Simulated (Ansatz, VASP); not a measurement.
# TaN: VASP beside Ansatz

The input INCAR:

```
ALGO = Normal ; EDIFF = 1E-6
ENCUT = 600 ; GGA = CA
GGA_COMPAT = F ; ISIF = 2
ISMEAR = -1 ; LASPH = T
LCHARG = F ; LREAL = F
LWAVE = F ; NBANDS = 16
NELM = 120 ; PREC = Accurate
SIGMA = 0.05
```

File KPOINTS:

```
k-points
0
Gamma
  10 10 9
```

File POSCAR:

```
TaN
1.0
    2.8982924298      0.0000000000      0.0000000000
   -1.4491462149      2.5099948717      0.0000000000
    0.0000000000      0.0000000000      2.8440357641
Ta N
1 1
Direct
    0.0000000000      0.0000000000      0.5000000000
    0.6666666667      0.3333333333      0.0000000000
```

The input input.yaml:

```yaml
crystal:
  lattice:
    - [2.8982924298, 0.0, 0.0]
    - [-1.4491462149, 2.5099948717, 0.0]
    - [0.0, 0.0, 2.8440357641]
  atoms:
    - { symbol: Ta, position: [0.0, 0.0, 0.5] }
    - { symbol: "N", position: [0.6666666667, 0.3333333333, 0.0] }
hamiltonian:
  xc: lda
  pseudopotentials: { kind: paw }
kpoints:
  mp_grid: { grid: [10, 10, 9] }
scf:
  occupations: { method: fermi_dirac, width: 0.05 }
output:
  forces: true
  stress: true
  eigenvalues: true
```

Alike in both runs: task single point; functional LDA; k mesh 10 × 10 × 9; occupations fermi-dirac, width 0.05 eV; no spin polarisation.

|  | VASP | Ansatz |
| --- | --- | --- |
| version | VASP 6.6.1 | Ansatz 0.2.0 |
| potentials or method | VASP PAW LDA potentials, release 64 (Ta_sv_GW, N) | Ansatz PAW |
| plane-wave cutoff (eV) | 600 | 420 |
| valence electrons in the cell | 18 | 18 |

VASP gave:

| Property | Result |
| --- | --- |
| gap on the k mesh at the Fermi level (eV) | none |
| pressure (GPa) | 4.6 |
| traceless stress, the component that is largest in VASP (GPa) | 0.21 |

Q: Which values does Ansatz return?

A: gap on the k mesh at the Fermi level (eV): none; pressure (GPa): 3.3; traceless stress, the component that is largest in VASP (GPa): 0.11.

LDA's correlation is that of Perdew and Zunger in VASP and of Perdew and Wang (1992) in Ansatz. A gap of «none» marks a metal or a gap that the smearing closes.

Spin-orbit coupling is off throughout.
